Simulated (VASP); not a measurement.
## TaN: single point with PBEsol

TaN:

```xyz
2
Lattice="0.0000 2.1878 2.1878 2.1878 0.0000 2.1878 2.1878 2.1878 0.0000" Properties=species:S:1:pos:R:3 pbc="T T T"
Ta    2.1878    2.1878    2.1878
N     0.0000    0.0000    0.0000
```

```json
{
 "Program": "VASP 6.6.1",
 "Task": "single point",
 "Functional": "PBEsol",
 "Potentials or basis": "VASP PAW PBE potentials, release 64 (Ta_sv_GW, N)",
 "Cutoff": "700 eV",
 "k mesh": "12 × 12 × 12",
 "Occupations": "fermi-dirac, width 0.025 eV",
 "Spin": "no spin polarisation"
}
```

The pressure is 0.0 GPa and the band gap on the k mesh is zero (bands 9 and 10 overlap by 4.13 eV).

Levels at points of the mesh, in eV from the Fermi level:
```
           k point  band 6  band 7  band 8  band 9  band 10  band 11  band 12  band 13
(0.00, 0.00, 0.00)   -3.78   -3.78   -3.78   -2.11    -2.11    -2.11     0.10     0.10
(0.50, 0.00, 0.00)  -10.46   -7.64   -7.64    2.02     2.02     2.11     3.88     7.78
(0.50, 0.50, 0.00)   -6.60   -5.54   -4.59   -4.59     2.21     3.72     3.72     4.79
```

Wall time 31 s on 1 thread of AMD EPYC 7R43 64-Core Processor (Zen 3) (shared host), peak memory 0.16 GiB.

Caveat: the PAW data sets were made with another functional, which shifts forces and pressure a little; spin-orbit coupling is left out, which moves the levels of the heavy elements.
